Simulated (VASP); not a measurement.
Set up this calculation in VASP 6.6.1, as the native input.

* Task: single point
* Functional: PBE
* Potentials or basis: VASP PAW PBE potentials, release 64 (Ti_sv, H)
* Cutoff: 520 eV
* k mesh: 9 × 9 × 1
* Occupations: gaussian, width 0.1 eV
* Spin: no spin polarisation
* Dipole correction: yes
* Further INCAR settings: ALGO = Normal; EDIFF = 1e-06; NBANDS = 40

The structure of Ti5H lies in POSCAR:

```
Ti5H
1.0
    2.9381632086      0.0000000000      0.0000000000
   -1.4690816043      2.5445239791      0.0000000000
    0.0000000000      0.0000000000     24.7117068140
Ti H
5 1
Direct
    0.6666666667      0.3333333333      0.1618666015
    0.3333333333      0.6666666667      0.2559609806
    0.6666666667      0.3333333333      0.3506708119
    0.3333333333      0.6666666667      0.4475655916
    0.6666666667      0.3333333333      0.5346335206
    0.6666666667      0.6666666667      0.5931099638
```

The input as run:

INCAR

```
SYSTEM = Ti5H
PREC = Accurate
ENCUT = 520
EDIFF = 1E-6
ISMEAR = 0
SIGMA = 0.1
LREAL = .False.
LASPH = .True.
NELM = 60
ALGO = Normal
ISIF = 2
LWAVE = .False.
LCHARG = .True.
LDIPOL = .True.
IDIPOL = 3
DIPOL = 0.5 0.5 0.391
GGA = PE
LELF = .True.
LVHAR = .True.
LVACPOTAV = .True.
NBANDS = 40
```

KPOINTS

```
Automatic mesh
0
Gamma
  9 9 1
  0 0 0
```

Potentials or basis: VASP PAW PBE potentials, release 64 (Ti_sv, H).

The run is started by

```console
$ cat potpaw_PBE.64/Ti_sv/POTCAR potpaw_PBE.64/H/POTCAR > POTCAR
$ mpirun -np 1 vasp_std > vasp.out
```

It gave:

| Property | Result |
| --- | --- |
| Largest force | 1.500 eV/Å |
| Band gap on the k mesh | zero (an odd number of electrons rules out a gap without spin polarisation) |

It took 11 min on 1 thread of Intel(R) Xeon(R) Platinum 8559C (Emerald Rapids) (shared host), peak memory 0.43 GiB.
